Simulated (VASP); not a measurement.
A run of VASP 6.6.1 is set up as follows.

The input INCAR:

```
PREC = Accurate ; ENCUT = 520
EDIFF = 1E-6 ; ISMEAR = 1
SIGMA = 0.15 ; LREAL = False
LASPH = True ; NELM = 60
ALGO = Normal ; ISIF = 2
LWAVE = False ; LCHARG = False
NBANDS = 60
```

File KPOINTS:

```
Automatic mesh
0
Gamma
  2 3 3
```

POSCAR

```
Sc2Ag7
1.0
    0.0000000000      0.0000000000      8.0863960000
    3.2664780000     -3.2664780000      2.0215990000
    3.2664780000      3.2664780000     -2.0215990000
Ag Sc
7 2
Direct
    0.2031745216      0.7983288116      0.6066590683
    0.1017633883      0.4018174927      0.8027407501
    0.3040388927      0.2012924930      0.4055614334
    0.4008812501      0.6011646183      0.2046164095
    0.7010860088      0.7898684761      0.5975742068
    0.7925017385      0.2093528565      0.3978194557
    0.8997640848      0.6071346570      0.2049142838
   -0.0027520420      0.0051607572      0.0035743391
    0.5009022496     -0.0028568997     -0.0027540366
```

Potentials or basis: VASP PAW LDA potentials, release 64 (Ag, Sc_sv).

The run is started by

```sh
$ cat potpaw_LDA.64/Ag/POTCAR potpaw_LDA.64/Sc_sv/POTCAR > POTCAR
$ mpirun -np 1 vasp_std > vasp.out
```

Task: Predict the pressure.

Result: -6.5 GPa.

Task: Estimate the largest force.

Result: 0.021 eV/Å.

Forces on the atoms (eV/Å):
```
Ag  -0.019  0.007  0.002
Ag  -0.005 -0.008  0.011
Ag   0.002 -0.007  0.000
Ag   0.015  0.005 -0.002
Ag  -0.002  0.000  0.000
Ag   0.014 -0.011 -0.003
Ag   0.001  0.014 -0.012
Sc  -0.004  0.005  0.003
Sc  -0.002 -0.005  0.001
```

Caveat: the k points lie up to 0.46 Å⁻¹ apart.
